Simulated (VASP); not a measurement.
# Sn in VASP: notebook, part 2 of 2

VASP 6.6.1. Earlier steps stand in the parts before.

### 3 Single point, LDA (equal xx and yy strain of -3 %)

Contents of INCAR:

```
SYSTEM = Sn
ALGO = Normal ; EDIFF = 1E-6
ENCUT = 520 ; GGA = CA
ISIF = 2 ; ISMEAR = -1
LASPH = .True. ; LCHARG = .True.
LELF = .True. ; LREAL = .False.
LVHAR = .True. ; LWAVE = .False.
NBANDS = 21 ; NELM = 80
PREC = Accurate ; SIGMA = 0.03
```

Contents of KPOINTS:

```
k-points
0
Gamma
  9 9 9
  0 0 0
```

Contents of POSCAR:

```
Sn
1.0
    0.0000000000      3.1482320000      3.2456000000
    3.1482320000      0.0000000000      3.2456000000
    3.1482320000      3.1482320000      0.0000000000
Sn
2
Direct
    0.5000000000      0.5000000000      0.5000000000
    0.7500000000      0.7500000000      0.7500000000
```

Potentials or basis: VASP PAW LDA potentials, release 64 (Sn_d).

Launch:

```sh
> cat potpaw_LDA.64/Sn_d/POTCAR > POTCAR
> mpirun -np 1 vasp_std > vasp.out
```

OUTCAR:

```text
SYSTEM = Sn
   EDIFF = 1E-6
   ENCUT = 520
   GGA = CA
   ISIF = 2
   ISMEAR = -1
   LASPH = .True.
   LREAL = .False.
   NELM = 80
   PREC = Accurate

 ion  position               nearest neighbor table
   1  0.500  0.500  0.500-   2 2.75   2 2.75   2 2.75   2 2.75
   2  0.750  0.750  0.750-   1 2.75   1 2.75   1 2.75   1 2.75

  LATTYP: Found a body centered tetragonal cell.
 ALAT       =     4.4522723919
 C/A-ratio  =     1.4579521262

  Lattice vectors:

 A1 = (  -3.1482320000,   0.0000000000,   3.2456000000)
[... 765 lines left out ...]

  FORCE on cell =-STRESS in cart. coord.  units (eV):
  Direction    XX          YY          ZZ          XY          YZ          ZX
  --------------------------------------------------------------------------------------
  -------------------------------------------------------------------------------------
  Total        1.2325682      1.2325682      0.8064904      0.0000000     -0.0000000      0.0000000
  in kB       30.6946791     30.6946791     20.0840530      0.0000000     -0.0000000      0.0000000
  external PRESSURE =      27.1578037 kB  Pullay stress =       0.0000000 kB

 VOLUME and BASIS-vectors are now :
 -----------------------------------------------------------------------------
  energy-cutoff  :      520.00
  volume of cell :       64.34
      direct lattice vectors                 reciprocal lattice vectors
     0.000000000  3.148232000  3.245600000    -0.158819299  0.158819299  0.154054720
     3.148232000  0.000000000  3.245600000     0.158819299 -0.158819299  0.154054720
     3.148232000  3.148232000  0.000000000     0.158819299  0.158819299 -0.154054720

 POSITION                                       TOTAL-FORCE (eV/Angst)
 -----------------------------------------------------------------------------------
      3.14823      3.14823      3.24560         0.000000      0.000000      0.000000
      4.72235      4.72235      4.86840        -0.000000     -0.000000      0.000000
 -----------------------------------------------------------------------------------
    total drift:                                0.000000      0.000000      0.000000

  FREE ENERGIE OF THE ION-ELECTRON SYSTEM (eV)
  ---------------------------------------------------
  free  energy   TOTEN  =        -8.9045579057 eV

  energy  without entropy=       -8.9039688396  energy(sigma->0) =       -8.90426337
```

Run time: 2.1 min. Hardware: 1 thread of Intel Xeon 8259CL, shared host; peak memory 0.22 GiB.

What came out:

- Free energy: -8.9046 eV
- Pressure: 2.7 GPa
- Band gap on the k mesh: zero (bands 14 and 15 overlap by 0.13 eV)

Stress tensor (GPa, compression positive):
```
3.07 0.00 0.00
0.00 3.07 0.00
0.00 0.00 2.01
```

Caveat: the cell differs from its parent crystal (equal xx and yy strain of -3 %); spin-orbit coupling is left out, which moves the levels of the heavy elements.

### 4 Single point, LDA (equal xx and yy strain of -2 %)

Contents of INCAR:

```
ALGO     = Normal         # electronic algorithm
EDIFF    = 1E-6           # SCF threshold, eV
ENCUT    = 520            # plane-wave cutoff, eV
GGA      = CA             # functional
ISIF     = 2              # what is computed and relaxed
ISMEAR   = -1             # smearing method
LASPH    = T              # aspherical terms in the spheres
LCHARG   = T              # write CHGCAR
LELF     = T              # ELF
LREAL    = F              # projectors in reciprocal space
LVHAR    = T            
LWAVE    = F              # write WAVECAR
NBANDS   = 21             # bands
NELM     = 60             # most SCF steps
PREC     = Accurate       # precision mode
SIGMA    = 0.03           # smearing width, eV
```

Contents of KPOINTS:

```
k-points
0
Gamma
  9 9 9
```

Contents of POSCAR:

```
Sn
1.0
    0.0000000000      3.1806880000      3.2456000000
    3.1806880000      0.0000000000      3.2456000000
    3.1806880000      3.1806880000      0.0000000000
Sn
2
Direct
    0.5000000000      0.5000000000      0.5000000000
    0.7500000000      0.7500000000      0.7500000000
```

Launch:

```sh
> cat potpaw_LDA.64/Sn_d/POTCAR > POTCAR
> mpirun -np 1 vasp_std > vasp.out
```

It took 2.1 min on 1 thread of Intel Xeon 8259CL, shared host; peak memory 0.22 GiB.

It converged, with:

| Quantity | Value |
| --- | --- |
| Free energy | -8.9251 eV |
| Pressure | 1.6 GPa |
| Band gap on the k mesh | zero (bands 14 and 15 overlap by 0.14 eV) |

Stress tensor (GPa, compression positive):
```
1.82 0.00 0.00
0.00 1.82 0.00
0.00 0.00 1.12
```

Levels at points of the mesh, in eV from the Fermi level:
| k point | band 10 | band 11 | band 12 | band 13 | band 14 | band 15 | band 16 | band 17 | band 18 | band 19 |
| --- | --- | --- | --- | --- | --- | --- | --- | --- | --- | --- |
| (0.00, 0.00, 0.00) | -21.23 | -10.89 | -0.49 | 0.03 | 0.17 | 0.17 | 2.16 | 2.16 | 2.24 | 4.92 |

Caveat: the cell differs from its parent crystal (equal xx and yy strain of -2 %); spin-orbit coupling is left out, which moves the levels of the heavy elements.

### 5 Single point, LDA (zz strain of -2 %)

Contents of INCAR:

```
SYSTEM = Sn
ALGO     = Normal         ! electronic algorithm
EDIFF    = 1E-7           ! SCF threshold, eV
ENCUT    = 520            ! plane-wave cutoff, eV
ISIF     = 2              ! what is computed and relaxed
ISMEAR   = -1             ! smearing method
LASPH    = .True.         ! aspherical terms in the spheres
LCHARG   = .False.        ! write CHGCAR
LREAL    = .False.        ! projectors in reciprocal space
LWAVE    = .False.        ! write WAVECAR
NBANDS   = 21             ! bands
NELM     = 60             ! most SCF steps
PREC     = Accurate       ! precision mode
SIGMA    = 0.03           ! smearing width, eV
```

Contents of KPOINTS:

```
k-points
0
Gamma
  9 9 9
  0 0 0
```

Contents of POSCAR:

```
Sn
1.0
    0.0000000000      3.2456000000      3.1806880000
    3.2456000000      0.0000000000      3.1806880000
    3.2456000000      3.2456000000      0.0000000000
Sn
2
Direct
    0.5000000000      0.5000000000      0.5000000000
    0.7500000000      0.7500000000      0.7500000000
```

Launch:

```sh
> cat potpaw_LDA.64/Sn_d/POTCAR > POTCAR
> mpirun -np 1 vasp_std > vasp.out
```

Run time: 2.3 min. Hardware: 1 thread of Intel Xeon 8259CL, shared host; peak memory 0.22 GiB.

Results (log left out):

| Property | Result |
| --- | --- |
| Free energy | -8.9344 eV |
| Pressure | 0.6 GPa |
| Band gap on the k mesh | zero (bands 14 and 15 overlap by 0.09 eV) |

Stress tensor (GPa, compression positive):
```
0.34 0.00 0.00
0.00 0.34 0.00
0.00 0.00 0.98
```

Levels at points of the mesh, in eV from the Fermi level:
```csv
k point,band 10,band 11,band 12,band 13,band 14,band 15,band 16,band 17,band 18,band 19
"(0.00, 0.00, 0.00)",-21.19,-10.72,-0.61,0.10,0.10,0.23,2.15,2.24,2.24,4.93
```

Caveat: the cell differs from its parent crystal (zz strain of -2 %); spin-orbit coupling is left out, which moves the levels of the heavy elements.

### 6 Summary

```csv
cell,gap on the mesh (eV),pressure (GPa)
"a = 4.680 Å, angles 60.0°, 2 atoms",none,-2.5
"a = 4.522, b = 4.522, c = 4.452 Å, angles 60.5, 60.5, 59.0°, 2 atoms",none,2.7
"a = 4.544, b = 4.544, c = 4.498 Å, angles 60.3, 60.3, 59.3°, 2 atoms",none,1.6
"a = 4.544, b = 4.544, c = 4.590 Å, angles 59.7, 59.7, 60.7°, 2 atoms",none,0.6
```

Alike in all rows: task single point; level LDA; potentials or basis VASP PAW LDA potentials, release 64 (Sn_d); no spin polarisation; k mesh 9 × 9 × 9; cutoff (eV) 520; smearing fermi-dirac 0.03 eV.

Caveats: spin-orbit coupling is left out, which moves the levels of the heavy elements.

Total energies depend on the potentials used, so only differences within one code and one set of settings carry meaning.
